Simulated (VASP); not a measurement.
**B2IrW2: density of states with PBE**

The system is B2IrW2.

```
CELL_PARAMETERS angstrom
0.00000 0.00000 3.19948
3.56253 -2.29814 1.59974
3.56253 2.29814 -1.59974
ATOMIC_POSITIONS crystal
Ir 0.00000 0.00000 0.00000
W 0.50000 0.70500 0.70500
W 0.50000 0.29500 0.29500
B 0.80000 0.70000 0.30000
B 0.20000 0.30000 0.70000
```

```yaml
Program: VASP 6.6.1
Task: density of states
Functional: PBE
Potentials_or_basis: VASP PAW PBE potentials, release 64 (Ir, W_sv, B)
Cutoff: 420 eV
k_mesh: 8 × 8 × 8
Occupations: fermi-dirac, width 0.1 eV
Spin: no spin polarisation
Dipole_correction: no
k_mesh_for_the_DOS: 12 × 12 × 12
Occupations_for_the_DOS: tetrahedron
Further_INCAR_settings: ALGO = Normal; EDIFF = 1e-06
```

```json
{
  "Valence electrons inside the program's atomic spheres": "Ir 9.36; W 12.19; B 1.95"
}
```

Levels at points of the mesh, in eV from the Fermi level:
```csv
k point,band 19,band 20,band 21,band 22,band 23,band 24,band 25
"(0.00, 0.00, 0.00)",-2.88,-1.57,-0.94,-0.27,2.38,2.76,3.41
"(0.50, 0.00, 0.00)",-2.26,-1.78,-1.60,0.95,1.13,1.64,1.99
"(0.00, 0.50, 0.00)",-2.77,-2.41,0.19,0.55,0.77,0.83,0.96
"(0.50, 0.50, 0.00)",-3.05,-1.90,-1.72,-0.12,2.00,2.50,2.77
"(0.00, 0.50, 0.50)",-2.66,-1.48,-0.84,-0.44,-0.28,0.25,1.43
```

Run time: 7.3 min on 1 thread of AMD EPYC 7R13, with other jobs on the host, peak memory 0.34 GiB.

Caveat: spin-orbit coupling is left out, which moves the levels of the heavy elements.
